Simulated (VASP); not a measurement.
Runs of VASP 6.6.1 on KGeO. The structure is that of space group P6mm (No. 183), or close to it. The cells are those of the table. 

```tsv
task	cell	k mesh	cutoff (eV)	gap on the mesh (eV)	pressure (GPa)	relaxed volume (Å³/atom)	largest force (eV/Å)
single point	a = 3.906, b = 3.906, c = 7.215 Å, angles 90.0, 90.0, 120.0°, 3 atoms	12 × 12 × 8	520	none	-0.1	-	(b)
single point	a = 3.907, b = 3.907, c = 7.218 Å, angles 90.0, 90.0, 120.0°, 3 atoms	6 × 6 × 4	520	none	0.0	-	0.12
relaxation of cell and atoms	relaxed from a = 3.907, b = 3.907, c = 7.218 Å, angles 90.0, 90.0, 120.0°, 3 atoms	12 × 12 × 8	600	none	0.0	31.38	-
single point	a = 3.939, b = 3.939, c = 5.900 Å, angles 90.0, 90.0, 120.0°, 3 atoms	6 × 6 × 4	520	none	15.9	-	(a)
relaxation of cell and atoms	relaxed from a = 3.939, b = 3.939, c = 5.900 Å, angles 90.0, 90.0, 120.0°, 3 atoms	6 × 6 × 4	600	none	-0.1	31.87	0.03
```

Alike in all rows: level PBE; potentials or basis VASP PAW PBE potentials, release 64 (K_sv, Ge_d, O); no spin polarisation; smearing gaussian 0.1 eV.

Estimate the missing entries.

(a) 11.01; (b) 0.09.

Caveats: an odd number of electrons without spin polarisation forces a metal; a magnetic or distorted state may lie lower; the volume moved by over 15 % at a fixed basis, so the end points are rough (some runs).

A k mesh can miss the band edges, and the runs leave out spin-orbit coupling on Ge.

A gap of «none» marks levels without a gap at the run's occupations.
